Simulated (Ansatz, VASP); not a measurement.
## AgI: VASP beside Ansatz

```
CELL_PARAMETERS angstrom
0.00000 2.37701 2.37701
2.37701 0.00000 2.37701
2.37701 2.37701 0.00000
ATOMIC_POSITIONS crystal
Ag 0.00000 0.00000 0.00000
I 0.25000 0.25000 0.25000
```

Change from the starting cell: volume scaled by 0.4, crystal datasets.

Alike in both runs: task single point; functional PBEsol; k mesh 12 × 12 × 12; occupations fermi-dirac, width 0.05 eV; no spin polarisation.

```csv
,VASP,Ansatz
version,VASP 6.6.1,Ansatz 0.2.0
potentials or method,"VASP PAW PBE potentials, release 64 (Ag, I), cutoff 500 eV","all-electron PAW with datasets made for the crystal, scalar-relativistic"
```

Ansatz gave:

```
pressure (GPa) : 340.9
```

Problem. Estimate VASP's values.

Solution. Pressure (GPa): 337.8.

VASP's potentials were made for PBE, not for PBEsol. Both programs put the cell under a high pressure, so it lies far from rest at this level. Ansatz ran all-electron here, and VASP with PAW potentials.

Spin-orbit coupling is off throughout. Noted on VASP's run: the cell as given lies far from equilibrium.
